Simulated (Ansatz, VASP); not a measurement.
## GeW3 in VASP and in Ansatz

INCAR

```
PREC = Accurate
ENCUT = 500
EDIFF = 1E-7
ISMEAR = 0
SIGMA = 0.1
LREAL = False
LASPH = True
NELM = 120
ALGO = Normal
ISIF = 3
LWAVE = False
LCHARG = False
GGA = PE
IBRION = 2
NSW = 100
EDIFFG = -0.01
GGA_COMPAT = False
NELMIN = 4
```

KPOINTS

```
regular mesh
0
Gamma
  12 12 12
```

POSCAR

```
GeW3
1.0
   -2.6309894438      2.6309894438      2.6309894438
    2.6309894438     -2.6309894438      2.6309894438
    2.6309894438      2.6309894438     -2.6309894438
Ge W
1 3
Direct
    0.0000000000      0.0000000000      0.0000000000
    0.0000000000      0.5000000000      0.5000000000
    0.5000000000      0.0000000000      0.5000000000
    0.5000000000      0.5000000000      0.0000000000
```

Input for Ansatz:

```yaml
crystal:
  lattice:
    - [-2.6309894438, 2.6309894438, 2.6309894438]
    - [2.6309894438, -2.6309894438, 2.6309894438]
    - [2.6309894438, 2.6309894438, -2.6309894438]
  atoms:
    - { symbol: Ge, position: [0.0, 0.0, 0.0] }
    - { symbol: W, position: [0.0, 0.5, 0.5] }
    - { symbol: W, position: [0.5, 0.0, 0.5] }
    - { symbol: W, position: [0.5, 0.5, 0.0] }
basis:
  ecutwfc: 420
kpoints:
  mp_grid: { grid: [12, 12, 12] }
hamiltonian:
  xc: pbe
scf:
  occupations: { method: gaussian, width: 0.1 }
output:
  forces: true
  stress: true
  eigenvalues: true
relax:
  adjacent_minimum: "off"
  f_tol: 0.01
  max_steps: 80
  cell: { stress_tol: 0.05 }
```

Alike in both runs: task relaxation of cell and atoms; functional PBE; k mesh 12 × 12 × 12; occupations gaussian, width 0.1 eV; no spin polarisation.

|  | VASP | Ansatz |
| --- | --- | --- |
| version | VASP 6.6.1 | Ansatz 0.2.0 |
| potentials or method | VASP PAW PBE potentials, release 64 (Ge_d, W_sv), cutoff 500 eV | scalar-relativistic, plane waves, PAW |
| valence electrons in the cell | 56 | 56 |

Ansatz gave:

| Property | Result |
| --- | --- |
| gap on the k mesh at the Fermi level, each at its own relaxed structure (eV) | none |
| relaxed volume (Å³/atom) | 18.15 |
| relaxed length of the cell vector where the two differ most in proportion (Å) | 4.552 |

**Question.** Which values does VASP return?

**Answer.** gap on the k mesh at the Fermi level, each at its own relaxed structure (eV): none; relaxed volume (Å³/atom): 18.18; relaxed length of the cell vector where the two differ most in proportion (Å): 4.554.

A gap of «none» marks a metal or a gap that the smearing closes.

Neither program's run includes spin-orbit coupling.
